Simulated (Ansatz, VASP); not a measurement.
One calculation of In, two programs

Contents of INCAR:

```
PREC = Accurate
ENCUT = 520
EDIFF = 1E-6
ISMEAR = 0
SIGMA = 0.05
LREAL = F
LASPH = T
NELM = 80
ALGO = Normal
ISIF = 2
LWAVE = F
LCHARG = F
GGA = PE
NBANDS = 12
```

Contents of KPOINTS:

```
Automatic mesh
0
Gamma
  8 8 8
```

File POSCAR:

```
In
1.0
   -1.9105867692      1.9105867692      1.9105867692
    1.9105867692     -1.9105867692      1.9105867692
    1.9105867692      1.9105867692     -1.9105867692
In
1
Direct
    0.0000000000      0.0000000000      0.0000000000
```

Input for Ansatz:

```yaml
crystal:
  lattice:
    - [-1.9105867692, 1.9105867692, 1.9105867692]
    - [1.9105867692, -1.9105867692, 1.9105867692]
    - [1.9105867692, 1.9105867692, -1.9105867692]
  atoms:
    - { symbol: In, position: [0.0, 0.0, 0.0] }
basis:
  ecutwfc: 420
  ecutrho_ratio: 4
kpoints:
  mp_grid: { grid: [8, 8, 8] }
hamiltonian:
  xc: pbe
scf:
  occupations: { method: gaussian, width: 0.05 }
output:
  forces: true
  stress: true
  eigenvalues: true
```

Alike in both runs: task single point; functional PBE; k mesh 8 × 8 × 8; occupations gaussian, width 0.05 eV; no spin polarisation.

```csv
,VASP,Ansatz
version,VASP 6.6.1,Ansatz 0.2.0
potentials or method,"VASP PAW PBE potentials, release 64 (In_d), cutoff 520 eV","scalar-relativistic, plane waves, PAW"
valence electrons in the cell,13,13
```

|  | VASP | Ansatz | Ansatz less VASP |
| --- | --- | --- | --- |
| gap on the k mesh at the Fermi level (eV) | none | none | - |
| pressure (GPa) | 0.0 | 0.1 | +0.04 |

A gap of «none» marks a metal or a gap that the smearing closes.
